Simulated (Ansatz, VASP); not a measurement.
**BSe: VASP beside Ansatz**

```
B Se
1.0
     1.65978    0.95827    2.71072
    -1.65978    0.95827    2.71072
     0.00000   -1.91655    2.71072
B Se
1 1
Direct
  0.00000 0.00000 0.00000
  0.50000 0.50000 0.50000
```

Alike in both runs: functional PBE; k mesh 6 × 6 × 6; occupations gaussian, width 0.1 eV; no spin polarisation.

Ansatz relaxed the structure, and its values are those at the end. VASP's run is a single point on that final structure, the one shown.

```csv
,VASP,Ansatz
version,VASP 6.6.1,Ansatz 0.2.0
potentials or method,"VASP PAW PBE potentials, release 64 (B, Se), cutoff 500 eV","scalar-relativistic, plane waves, PAW"
valence electrons in the cell,9,19
```

Ansatz gave:

```
gap on the k mesh at the Fermi level (eV) : none
pressure (GPa)                            : 0.0
```

What did VASP give for the same quantities?

gap on the k mesh at the Fermi level (eV): none; pressure (GPa): 0.1.

A gap of «none» marks a metal or a gap that the smearing closes. With one functional, cell and mesh, what is left measures potentials, basis and numerics. VASP's potentials hold 9 valence electrons a cell and Ansatz's 19, so a difference there can come from the potentials and not from the codes.

The k mesh is coarse, so the values compare programs but aren't converged.
